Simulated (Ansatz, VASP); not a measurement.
Pt: VASP beside Ansatz

The input INCAR:

```
SYSTEM = Pt
  ALGO = Fast
  EDIFF = 1E-6
  ENCUT = 520
  GGA = CA
  ISIF = 2
  ISMEAR = 0
  LASPH = .True.
  LCHARG = .True.
  LELF = .True.
  LREAL = .False.
  LVHAR = .True.
  LWAVE = .False.
  NBANDS = 11
  NELM = 80
  PREC = Accurate
  SIGMA = 0.15
```

File KPOINTS:

```
k-points
0
Gamma
  20 20 20
  0 0 0
```

The input POSCAR:

```
Pt
1.0
    0.0000000000      1.9468328700      1.8105545691
    2.0539086778      0.0000000000      1.8105545691
    2.0539086778      1.9468328700      0.0000000000
Pt
1
Direct
    0.0000000000      0.0000000000      0.0000000000
```

Input for Ansatz:

```yaml
crystal:
  lattice:
    - [0.0, 1.94683287, 1.8105545691]
    - [2.0539086778, 0.0, 1.8105545691]
    - [2.0539086778, 1.94683287, 0.0]
  atoms:
    - { symbol: Pt, position: [0.0, 0.0, 0.0] }
basis:
  ecutwfc: 420
kpoints:
  mp_grid: { grid: [20, 20, 20] }
hamiltonian:
  xc: lda
scf:
  occupations: { method: gaussian, width: 0.15 }
output:
  forces: true
  stress: true
  eigenvalues: true
```

Change from the starting cell: normal strain along x +0.0550, normal strain along z -0.0700.

Alike in both runs: task single point; functional LDA; k mesh 20 × 20 × 20; occupations gaussian, width 0.15 eV; no spin polarisation.

|  | VASP | Ansatz |
| --- | --- | --- |
| version | VASP 6.6.1 | Ansatz 0.2.0 |
| potentials or method | VASP PAW LDA potentials, release 64 (Pt), cutoff 520 eV | scalar-relativistic, plane waves, PAW |
| valence electrons in the cell | 10 | 18 |

Ansatz gave:

```
gap on the k mesh at the Fermi level (eV)                     : none
pressure (GPa)                                                : 7.6
traceless stress, the component that is largest in VASP (GPa) : -7.94
```

Task: What did VASP give for the same quantities?

Result: gap on the k mesh at the Fermi level (eV): none; pressure (GPa): 8.5; traceless stress, the component that is largest in VASP (GPa): -7.96.

LDA's correlation is that of Perdew and Zunger in VASP and of Perdew and Wang (1992) in Ansatz. A gap of «none» marks a metal or a gap that the smearing closes. VASP's potentials hold 10 valence electrons a cell and Ansatz's 18, so a difference there can come from the potentials and not from the codes.

Spin-orbit coupling is off throughout.
